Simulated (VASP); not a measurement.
Wanted: the native input for a VASP 6.6.1 run.

```
Task                   : single point
Functional             : r2SCAN
Potentials or basis    : VASP PAW PBE potentials, release 64 (Sn_d, O)
Cutoff                 : 520 eV
k mesh                 : 8 × 8 × 8
Occupations            : fermi-dirac, width 0.02 eV
Spin                   : no spin polarisation
Dipole correction      : no
Further INCAR settings : ALGO = Normal; EDIFF = 1e-06; NBANDS = 17
```

SnO:

```xyz
2
Lattice="0.0000 2.5370 2.5370 2.5370 0.0000 2.5370 2.5370 2.5370 0.0000" Properties=species:S:1:pos:R:3 pbc="T T T"
Sn    0.0000    0.0000    0.0000
O     2.5370    2.5370    2.5370
```

The input as run:

POSCAR

```
SnO
1.0
    0.0000000000      2.5369732555      2.5369732555
    2.5369732555      0.0000000000      2.5369732555
    2.5369732555      2.5369732555      0.0000000000
Sn O
1 1
Direct
    0.0000000000      0.0000000000      0.0000000000
    0.5000000000      0.5000000000      0.5000000000
```

INCAR.step1

```
SYSTEM = SnO
  ALGO = Normal
  EDIFF = 1E-4
  ENCUT = 520
  GGA = PE
  ISMEAR = -1
  LASPH = .True.
  LCHARG = .False.
  LREAL = .False.
  LWAVE = .True.
  NBANDS = 17
  NELM = 100
  PREC = Accurate
  SIGMA = 0.02
```

INCAR.step2

```
SYSTEM = SnO
  ALGO = Normal
  EDIFF = 1E-6
  ENCUT = 520
  ISIF = 2
  ISMEAR = -1
  ISTART = 1
  LASPH = .True.
  LCHARG = .False.
  LMIXTAU = .True.
  LREAL = .False.
  LWAVE = .False.
  METAGGA = R2SCAN
  NBANDS = 17
  NELM = 100
  PREC = Accurate
  SIGMA = 0.02
```

KPOINTS

```
k-points
0
Gamma
  8 8 8
  0 0 0
```

Potentials or basis: VASP PAW PBE potentials, release 64 (Sn_d, O).

The run is started by

```bash
$ cat potpaw_PBE.64/Sn_d/POTCAR potpaw_PBE.64/O/POTCAR > POTCAR
$ cp INCAR.step1 INCAR
$ mpirun -np 1 vasp_std > vasp.out
$ cp INCAR.step2 INCAR
$ mpirun -np 1 vasp_std > vasp.out
```

It gave:

The pressure is 0.2 GPa and the band gap on the k mesh is 1.00 eV, direct.

Caveat: the PAW data sets were made with another functional, which shifts forces and pressure a little; spin-orbit coupling is left out, which moves the levels of the heavy elements.

Wall time 30 s on 1 thread of Intel(R) Xeon(R) 6975P-C (Granite Rapids), on a shared host, peak memory 0.17 GiB.
